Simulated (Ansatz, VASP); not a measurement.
# Mn: VASP beside Ansatz

```
CELL_PARAMETERS angstrom
-1.37449 1.37449 1.37449
1.37449 -1.37449 1.37449
1.37449 1.37449 -1.37449
ATOMIC_POSITIONS crystal
Mn 0.00000 0.00000 0.00000
```

Change from the starting cell: volume scaled by 0.95, crystal datasets.

Alike in both runs: task electric field gradients; functional PBE; k mesh 20 × 20 × 20; occupations fermi-dirac, width 0.03 eV; collinear spin.

```csv
,VASP,Ansatz
version,VASP 6.6.1,Ansatz 0.2.0
potentials or method,"VASP PAW PBE potentials, release 64 (Mn_pv), cutoff 520 eV","all-electron PAW with datasets made for the crystal, scalar-relativistic"
```

```tsv
	VASP	Ansatz	Ansatz less VASP
pressure (GPa)	14.1	11.9	-2.19
net moment per atom (μB)	0.71	0.39	-0.323
size of the moment on the site where the two differ most (μB)	0.71	0.38	-0.324
```

The net moments are unlike, so the other rows may belong to different states. Site moments also hang on the region over which each program counts them. Ansatz ran all-electron here, and VASP with PAW potentials. Ansatz's warnings: printed levels off, seeded moment not kept.
